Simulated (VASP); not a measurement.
Set up this calculation in VASP 6.6.1, as the native input.

* Task: single point
* Functional: r2SCAN
* Potentials or basis: VASP PAW PBE potentials, release 64 (Ti_sv, O)
* Cutoff: 520 eV
* k mesh: 8 × 8 × 8
* Occupations: gaussian, width 0.01 eV
* Spin: no spin polarisation
* Dipole correction: no
* Further INCAR settings: ALGO = Normal; EDIFF = 1e-07; NBANDS = 33

Crystal: TiO2.

```
CELL_PARAMETERS angstrom
-1.92595 1.92595 4.88569
1.92595 -1.92595 4.88569
1.92595 1.92595 -4.88569
ATOMIC_POSITIONS crystal
Ti 0.75000 0.25000 0.50000
Ti 0.00000 0.00000 0.00000
O 0.54271 0.04271 0.50000
O 0.79271 0.79271 0.00000
O 0.20729 0.20729 0.00000
O 0.95729 0.45729 0.50000
```

These files were run (other wordings do the same):

POSCAR

```
TiO2
1.0
   -1.9259454467      1.9259454467      4.8856945184
    1.9259454467     -1.9259454467      4.8856945184
    1.9259454467      1.9259454467     -4.8856945184
Ti O
2 4
Direct
    0.7500000000      0.2500000000      0.5000000000
    0.0000000000      0.0000000000      0.0000000000
    0.5427139634      0.0427139634      0.5000000000
    0.7927139634      0.7927139634      0.0000000000
    0.2072860366      0.2072860366      0.0000000000
    0.9572860366      0.4572860366      0.5000000000
```

INCAR.step1

```
PREC = Accurate ; ENCUT = 520
ISMEAR = 0 ; SIGMA = 0.01
LREAL = F ; LASPH = T
NELM = 80 ; NBANDS = 33
GGA = PE ; ALGO = Normal
EDIFF = 1E-4 ; LWAVE = T
LCHARG = F
```

INCAR.step2

```
PREC = Accurate ; ENCUT = 520
EDIFF = 1E-7 ; ISMEAR = 0
SIGMA = 0.01 ; LREAL = F
LASPH = T ; NELM = 80
ALGO = Normal ; ISIF = 2
LWAVE = F ; LCHARG = T
METAGGA = R2SCAN ; LMIXTAU = T
LELF = T ; LVHAR = T
NBANDS = 33 ; ISTART = 1
```

KPOINTS

```
regular mesh
0
Gamma
  8 8 8
```

Potentials or basis: VASP PAW PBE potentials, release 64 (Ti_sv, O).

The run is started by

```sh
$ cat potpaw_PBE.64/Ti_sv/POTCAR potpaw_PBE.64/O/POTCAR > POTCAR
$ cp INCAR.step1 INCAR
$ mpirun -np 1 vasp_std > vasp.out
$ cp INCAR.step2 INCAR
$ mpirun -np 1 vasp_std > vasp.out
```

It gave:

```
Pressure               : -10.7 GPa
Largest force          : 0.293 eV/Å
Band gap on the k mesh : 2.43 eV (least direct gap 2.73 eV)
```

Caveat: the cell stands under tension; the PAW data sets were made with another functional, which shifts forces and pressure a little.

Wall time 38 min on 1 thread of Intel Xeon 8259CL, with other jobs on the host, peak memory 0.36 GiB.
